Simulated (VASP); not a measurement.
# Ni (Fm-3m) in VASP: further runs, part 2 of 2

VASP 6.6.1. Earlier steps stand in the parts before.

**5. Single point, revPBE, collinear spin, ferromagnetic start**

This run uses another cell than the first one, of 10.49 Å³/atom, 1.011 times its volume.

INCAR

```
PREC     = Accurate       # precision mode
ENCUT    = 520            # plane-wave cutoff, eV
EDIFF    = 1E-6           # SCF threshold, eV
ISMEAR   = -1             # smearing method
SIGMA    = 0.05           # smearing width, eV
LREAL    = False          # projectors in reciprocal space
LASPH    = True           # aspherical terms in the spheres
NELM     = 150            # most SCF steps
ALGO     = Normal         # electronic algorithm
ISIF     = 2              # what is computed and relaxed
LWAVE    = False          # write WAVECAR
LCHARG   = True           # write CHGCAR
ISPIN    = 2              # spin polarisation
MAGMOM   = 1              # initial moments
LORBIT   = 11             # projections on sites
LMAXMIX  = 4              # l up to which the mixer works
GGA      = RE             # functional
LELF     = True           # ELF
LVHAR    = True         
NBANDS   = 15             # bands
```

KPOINTS

```
Automatic mesh
0
Gamma
  13 13 13
```

POSCAR

```
Ni
1.0
    0.0000000000      1.7375729330      1.7375729330
    1.7375729330      0.0000000000      1.7375729330
    1.7375729330      1.7375729330      0.0000000000
Ni
1
Direct
    0.0000000000      0.0000000000      0.0000000000
```

Potentials or basis: VASP PAW PBE potentials, release 64 (Ni).

The run is started by

```bash
$ cat potpaw_PBE.64/Ni/POTCAR > POTCAR
$ mpirun -np 1 vasp_std > vasp.out
```

OUTCAR:

```text
PREC = Accurate
   ENCUT = 520
   EDIFF = 1E-6
   ISMEAR = -1
   LREAL = False
   LASPH = True
   NELM = 150
   ISIF = 2
   ISPIN = 2
   LORBIT = 11
   GGA = RE

 ion  position               nearest neighbor table
   1  0.000  0.000  0.000-

  LATTYP: Found a face centered cubic cell.
 ALAT       =     3.4751458660

  Lattice vectors:

 A1 = (   0.0000000000,   1.7375729330,   1.7375729330)
 A2 = (   1.7375729330,   0.0000000000,   1.7375729330)
 A3 = (   1.7375729330,   1.7375729330,   0.0000000000)

Analysis of symmetry for initial positions (statically):
=====================================================================
 Subroutine PRICEL returns:
 Original cell was already a primitive cell.

 Routine SETGRP: Setting up the symmetry group for a
 face centered cubic supercell.

 Subroutine GETGRP returns: Found 48 space group operations
 (whereof 48 operations were pure point group operations)
 out of a pool of 48 trial point group operations.

The static configuration has the point symmetry O_h .

Analysis of symmetry for dynamics (positions and initial velocities):
=====================================================================
 Subroutine PRICEL returns:
 Original cell was already a primitive cell.

 Routine SETGRP: Setting up the symmetry group for a
 face centered cubic supercell.

 Subroutine GETGRP returns: Found 48 space group operations
 (whereof 48 operations were pure point group operations)
 out of a pool of 48 trial point group operations.

The dynamic configuration has the point symmetry O_h .

Analysis of structural, dynamic, and magnetic symmetry:
=====================================================================
 Subroutine PRICEL returns:
 Original cell was already a primitive cell.

 Routine SETGRP: Setting up the symmetry group for a
 face centered cubic supercell.

 Subroutine GETGRP returns: Found 48 space group operations
 (whereof 48 operations were pure point group operations)
 out of a pool of 48 trial point group operations.

The overall configuration has the point symmetry O_h .

 Subroutine INISYM returns: Found 48 space group operations
[... 153 lines left out ...]
 k-point     1 :       0.0000    0.0000    0.0000
  band No.  band energies     occupation
      1       0.7519      1.00000
      2       7.4749      1.00000
      3       7.4749      1.00000
      4       7.4749      1.00000
      5       8.7117      1.00000
      6       8.7117      1.00000
      7      34.0091      0.00000
      8      38.2054      0.00000
      9      38.2054      0.00000
     10      38.2054      0.00000
     11      41.2637      0.00000
     12      41.2637      0.00000
     13      41.2637      0.00000
     14      44.0704      0.00000
[... 403 lines left out ...]
      4       7.9023      1.00000
      5       9.4299      0.99999
      6      10.8772      0.00000
      7      18.1743      0.00000
      8      29.2011      0.00000
      9      31.0126      0.00000
     10      33.1605      0.00000
     11      43.2559      0.00000
     12      43.5691      0.00000
     13      46.6837      0.00000
     14      49.9841      0.00000
     15      56.2776      0.00000

 [... further k-points ...]

 spin component 2

 k-point     1 :       0.0000    0.0000    0.0000
  band No.  band energies     occupation
      1       0.7047      1.00000
      2       8.2380      1.00000
      3       8.2380      1.00000
      4       8.2380      1.00000
      5       9.2987      1.00000
      6       9.2988      1.00000
      7      33.8338      0.00000
      8      38.1660      0.00000
      9      38.1660      0.00000
     10      38.1660      0.00000
     11      41.3506      0.00000
     12      41.3506      0.00000
     13      41.3506      0.00000
     14      43.9372      0.00000
[... 403 lines left out ...]
      4       8.5433      1.00000
      5      10.1912      0.02798
      6      11.3420      0.00000
      7      18.4373      0.00000
      8      29.2145      0.00000
      9      31.0747      0.00000
     10      33.2008      0.00000
     11      43.2154      0.00000
     12      43.5782      0.00000
     13      46.7255      0.00000
     14      50.1776      0.00000
     15      57.6420      0.00000

 [... further k-points ...]
[... 5 lines left out ...]
  --------------------------------------------------------------------------------------
  -------------------------------------------------------------------------------------
  Total        0.8081897      0.8081897      0.8081897      0.0000000      0.0000000      0.0000000
  in kB      123.4141004    123.4141004    123.4141004      0.0000000      0.0000000      0.0000000
  external PRESSURE =     123.4141004 kB  Pullay stress =       0.0000000 kB

 VOLUME and BASIS-vectors are now :
 -----------------------------------------------------------------------------
  energy-cutoff  :      520.00
  volume of cell :       10.49
      direct lattice vectors                 reciprocal lattice vectors
     0.000000000  1.737572933  1.737572933    -0.287757705  0.287757705  0.287757705
     1.737572933  0.000000000  1.737572933     0.287757705 -0.287757705  0.287757705
     1.737572933  1.737572933  0.000000000     0.287757705  0.287757705 -0.287757705

 POSITION                                       TOTAL-FORCE (eV/Angst)
 -----------------------------------------------------------------------------------
      0.00000      0.00000      0.00000         0.000000      0.000000      0.000000
 -----------------------------------------------------------------------------------
    total drift:                                0.000000     -0.000000      0.000000

  FREE ENERGIE OF THE ION-ELECTRON SYSTEM (eV)
  ---------------------------------------------------
  free  energy   TOTEN  =        -5.0488450658 eV

  energy  without entropy=       -5.0362120590  energy(sigma->0) =       -5.04252856

 total charge

# of ion       s       p       d       tot
------------------------------------------
    1        0.512   0.530   8.329   9.372

 magnetization (x)

# of ion       s       p       d       tot
------------------------------------------
    1       -0.006  -0.026   0.665   0.633
```

OSZICAR:

```text
N       E                     dE             d eps       ncg     rms          rms(c)
DAV:   1     0.331949781902E+02    0.33195E+02   -0.41373E+03  5423   0.860E+02
DAV:   2    -0.461345079699E+01   -0.37808E+02   -0.35298E+02  5670   0.163E+02
DAV:   3    -0.597988589338E+01   -0.13664E+01   -0.13537E+01  6209   0.302E+01
DAV:   4    -0.598766955293E+01   -0.77837E-02   -0.77824E-02  6133   0.217E+00
DAV:   5    -0.598776028210E+01   -0.90729E-04   -0.90726E-04  6331   0.205E-01    0.100E+01
DAV:   6    -0.532441827736E+01    0.66334E+00   -0.11622E+01  7294   0.379E+01    0.549E+00
DAV:   7    -0.506679345569E+01    0.25762E+00   -0.18911E+00  6709   0.138E+01    0.209E+00
DAV:   8    -0.505108578350E+01    0.15708E-01   -0.25092E-02  6623   0.116E+00    0.967E-01
DAV:   9    -0.504915935281E+01    0.19264E-02   -0.16024E-03  8273   0.246E-01    0.238E-01
DAV:  10    -0.504885132426E+01    0.30803E-03   -0.24489E-04  8290   0.775E-02    0.379E-02
DAV:  11    -0.504884540830E+01    0.59160E-05   -0.24157E-05  7731   0.323E-02    0.333E-02
DAV:  12    -0.504884506582E+01    0.34248E-06   -0.10108E-06  5589   0.706E-03
   1 F= -.50488451E+01 E0= -.50425286E+01  d E =-.126330E-01  mag=     0.6243
```

Run time: 38 s. Hardware: 1 thread of AMD EPYC 7R43 (Zen 3), shared host; peak memory 0.1 GiB.

What came out:

```
Free energy                                           : -5.0488 eV
Pressure                                              : 12.3 GPa
Net moment                                            : 0.62 μB per cell
Site moments                                          : Ni +0.63 μB
Valence electrons inside the program's atomic spheres : Ni 9.37
```

Levels at points of the mesh, in eV from the Fermi level:
Spin up:
```csv
k point,band 3,band 4,band 5,band 6,band 7,band 8
"(0.00, 0.00, 0.00)",-2.54,-2.54,-1.30,-1.30,24.00,28.19
```
Spin down:
```
           k point  band 1  band 2  band 3  band 4  band 5  band 6  band 7  band 8  band 9  band 10
(0.00, 0.00, 0.00)   -9.31   -1.78   -1.78   -1.78   -0.72   -0.72   23.82   28.15   28.15    28.15
```

Caveat: the PAW data sets were made with another functional, which shifts forces and pressure a little.

**6. Single point, PBE+D4, collinear spin, ferromagnetic start**

This run uses another cell than the first one, of 10.56 Å³/atom, 1.017 times its volume.

INCAR

```
SYSTEM = Ni
ALGO = Normal
EDIFF = 1E-7
ENCUT = 520
GGA = PE
ISIF = 2
ISMEAR = -1
ISPIN = 2
IVDW = 13
LASPH = .True.
LCHARG = .False.
LMAXMIX = 4
LORBIT = 11
LREAL = .False.
LWAVE = .False.
MAGMOM = 1
NBANDS = 15
NELM = 150
PREC = Accurate
SIGMA = 0.05
```

KPOINTS

```
k-points
0
Gamma
  13 13 13
  0 0 0
```

POSCAR

```
Ni
1.0
    0.0000000000      1.7412136267      1.7412136267
    1.7412136267      0.0000000000      1.7412136267
    1.7412136267      1.7412136267      0.0000000000
Ni
1
Direct
    0.0000000000      0.0000000000      0.0000000000
```

Potentials or basis: VASP PAW PBE potentials, release 64 (Ni).

The run is started by

```bash
$ cat potpaw_PBE.64/Ni/POTCAR > POTCAR
$ mpirun -np 1 vasp_std > vasp.out
```

Wall time 44 s (1 thread of AMD EPYC 7R43 (Zen 3), shared host); peak memory 0.1 GiB.

It converged, with:

* Free energy: -5.9413 eV
* Pressure: -0.1 GPa
* Net moment: 0.62 μB per cell
* Site moments: Ni +0.63 μB
* Valence electrons inside the program's atomic spheres: Ni 9.37
* Dispersion energy per atom: -0.468 eV

Levels at points of the mesh, in eV from the Fermi level:
Spin up:
```tsv
k point	band 3	band 4	band 5	band 6	band 7	band 8
(0.00, 0.00, 0.00)	-2.51	-2.51	-1.29	-1.29	23.97	28.07
```
Spin down:
```tsv
k point	band 3	band 4	band 5	band 6	band 7	band 8
(0.00, 0.00, 0.00)	-1.76	-1.76	-0.70	-0.70	23.82	28.05
```

Caveat: pairwise dispersion overbinds metals, which lowers pressure and volume.

**7. The runs side by side**

| level | cell | smearing | gap on the mesh (eV) | pressure (GPa) | moment (μB) |
| --- | --- | --- | --- | --- | --- |
| revPBE+D3(BJ) | a = 2.448 Å, angles 60.0°, 1 atom | fermi-dirac 0.05 eV | none | 0.0 | 0.62 |
| PBE | a = 2.457 Å, angles 60.0°, 1 atom | gaussian 0.02 eV | none | 7.5 | 0.62 |
| PBE | a = 2.457 Å, angles 60.0°, 1 atom | gaussian 0.017 eV | none | 7.8 | 0.62 |
| revPBE | a = 2.457 Å, angles 60.0°, 1 atom | fermi-dirac 0.05 eV | none | 12.3 | 0.62 |
| PBE+D4 | a = 2.462 Å, angles 60.0°, 1 atom | fermi-dirac 0.05 eV | none | -0.1 | 0.62 |

Alike in all rows: task single point; potentials or basis VASP PAW PBE potentials, release 64 (Ni); spin collinear, ferromagnetic start; k mesh 13 × 13 × 13; cutoff (eV) 520.

Caveats: the PAW data sets were made with another functional, which shifts forces and pressure a little (some runs); pairwise dispersion overbinds metals, which lowers pressure and volume (some runs).

Absolute energies hang on the potentials; compare differences alone.
